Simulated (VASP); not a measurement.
Here is a VASP 6.6.1 calculation.

INCAR

```
SYSTEM = AlGa
ALGO = Normal
EDIFF = 1E-8
ENCUT = 500
GGA = PE
GGA_COMPAT = .False.
IBRION = 6
ISIF = 3
ISMEAR = -1
KPAR = 4
LASPH = .True.
LCHARG = .True.
LREAL = .False.
LWAVE = .False.
NELM = 120
NFREE = 2
NSW = 1
POTIM = 0.015
PREC = Accurate
SIGMA = 0.15
```

Contents of KPOINTS:

```
k-points
0
Gamma
  12 12 10
  0 0 0
```

The input POSCAR:

```
AlGa
1.0
    4.1260578499      0.0000000000      0.0000000000
   -2.0630289249      3.5732709155      0.0000000000
    0.0000000000      0.0000000000      5.3583884852
Al Ga
2 2
Direct
    0.0000000000      0.0000000000      0.0000000000
    0.0000000000      0.0000000000      0.5000000000
    0.3333333333      0.6666666667      0.2500000000
    0.6666666667      0.3333333333      0.7500000000
```

Potentials or basis: VASP PAW PBE potentials, release 64 (Al, Ga_d).

Launch:

```bash
$ cat potpaw_PBE.64/Al/POTCAR potpaw_PBE.64/Ga_d/POTCAR > POTCAR
$ mpirun -np 4 vasp_std > vasp.out
```

(1) Estimate the Voigt bulk modulus.

(2) What does it give for the highest phonon frequency at Γ?

Answers

(1) 57 GPa.

(2) 343 cm⁻¹.
